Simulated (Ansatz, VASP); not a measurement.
Two plane-wave programs on C

```
C
1.0
     1.23328   -2.13605    0.00000
     1.23328    2.13605    0.00000
     0.00000    0.00000   12.93762
C
6
Direct
  0.16667 0.83333 0.66992
  0.83333 0.16667 0.66992
  0.83333 0.16667 0.33008
  0.16667 0.83333 0.33008
  0.33333 0.66667 0.00000
  0.66667 0.33333 0.00000
```

Alike in both runs: functional PBE; k mesh 18 × 18 × 4; occupations gaussian, width 0.1 eV; no spin polarisation.

Ansatz relaxed the structure, and its values are those at the end. VASP's run is a single point on that final structure, the one shown.

|  | VASP | Ansatz |
| --- | --- | --- |
| version | VASP 6.6.1 | Ansatz 0.2.0 |
| potentials or method | VASP PAW PBE potentials, release 64 (C), cutoff 600 eV | scalar-relativistic, plane waves, PAW |
| valence electrons in the cell | 24 | 24 |

```csv
,VASP,Ansatz,Ansatz less VASP
gap on the k mesh at the Fermi level (eV),none,none,-
pressure (GPa),0.0,0.0,-0.01
```

A gap of «none» marks a metal or a gap that the smearing closes.
